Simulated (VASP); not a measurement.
A run of VASP 6.6.1 is set up as follows.

File INCAR:

```
SYSTEM = Si5P
PREC = Accurate
ENCUT = 600
EDIFF = 1E-7
ISMEAR = 0
SIGMA = 0.1
LREAL = .False.
LASPH = .True.
NELM = 80
ALGO = Normal
ISIF = 3
LWAVE = .False.
LCHARG = .False.
GGA = PE
IBRION = 2
NSW = 90
EDIFFG = -0.04
```

KPOINTS

```
Automatic mesh
0
Gamma
  4 4 4
  0 0 0
```

File POSCAR:

```
Si5P
1.0
    4.7903350541      0.0000000000      0.0000000000
    0.0000000000      4.5914429682      0.0000000000
   -2.2219151562      0.0000000000      5.0480730713
Si P
5 1
Direct
    0.3945536291      0.5000000000      0.9983723989
    0.0076058769      0.5000000000      0.5718456819
    0.6000256614      0.0000000000      0.9954613308
    0.9964847540      0.0000000000      0.4288511119
    0.4453113176      0.5000000000      0.4408638565
    0.5560187609      0.0000000000      0.5646056198
```

Potentials or basis: VASP PAW PBE potentials, release 64 (Si, P).

Launch:

```sh
$ cat potpaw_PBE.64/Si/POTCAR potpaw_PBE.64/P/POTCAR > POTCAR
$ mpirun -np 1 vasp_std > vasp.out
```

**Question.** Predict the band gap on the k mesh.

**Answer.** Zero (an odd number of electrons rules out a gap without spin polarisation).

Final structure:
```yaml
crystal:
  lattice:
    - [4.79034, 0.00000, 0.00000]
    - [0.00000, 4.59144, 0.00000]
    - [-2.22192, 0.00000, 5.04807]
  atoms:
    - { symbol: Si, position: [0.39455, 0.50000, 0.99837] }
    - { symbol: Si, position: [0.00761, 0.50000, 0.57185] }
    - { symbol: Si, position: [0.60003, 0.00000, 0.99546] }
    - { symbol: Si, position: [0.99648, 0.00000, 0.42885] }
    - { symbol: Si, position: [0.44531, 0.50000, 0.44086] }
    - { symbol: P, position: [0.55602, 0.00000, 0.56461] }
```

Caveat: the relaxation stopped at its first step, so nothing moved.
